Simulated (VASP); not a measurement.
Set up this calculation in VASP 6.6.1, as the native input.

```yaml
Task: single point
Functional: PBEsol
Potentials_or_basis: VASP PAW PBE potentials, release 64 (Nb_sv, Au)
Cutoff: 520 eV
k_mesh: 12 × 12 × 16
Occupations: gaussian, width 0.1 eV
Spin: no spin polarisation
Dipole_correction: no
Further_INCAR_settings: ALGO = Normal; EDIFF = 1e-07; NBANDS = 24
```

The structure of NbAu2 lies in POSCAR:

```
NbAu2
1.0
    4.6215351599      0.0000000000      0.0000000000
   -2.3107675800      4.0023668530      0.0000000000
    0.0000000000      0.0000000000      2.7282413887
Nb Au
1 2
Direct
    0.0000000000      0.0000000000      0.0000000000
    0.3333333333      0.6666666667      0.5000000000
    0.6666666667      0.3333333333      0.5000000000
```

These files were run (other wordings do the same):

INCAR

```
ALGO = Normal
EDIFF = 1E-7
ENCUT = 520
GGA = PS
ISIF = 2
ISMEAR = 0
LASPH = T
LCHARG = F
LREAL = F
LWAVE = F
NBANDS = 24
NELM = 100
PREC = Accurate
SIGMA = 0.1
```

KPOINTS

```
k-points
0
Gamma
  12 12 16
```

Potentials or basis: VASP PAW PBE potentials, release 64 (Nb_sv, Au).

Run with:

```console
$ cat potpaw_PBE.64/Nb_sv/POTCAR potpaw_PBE.64/Au/POTCAR > POTCAR
$ mpirun -np 1 vasp_std > vasp.out
```

It gave:

| Property | Result |
| --- | --- |
| Pressure | -0.5 GPa |

Caveat: the PAW data sets were made with another functional, which shifts forces and pressure a little.

Wall time 100 s on 1 thread of AMD EPYC 9R45 96-Core Processor (Zen 5), with other jobs on the host, peak memory 0.29 GiB.
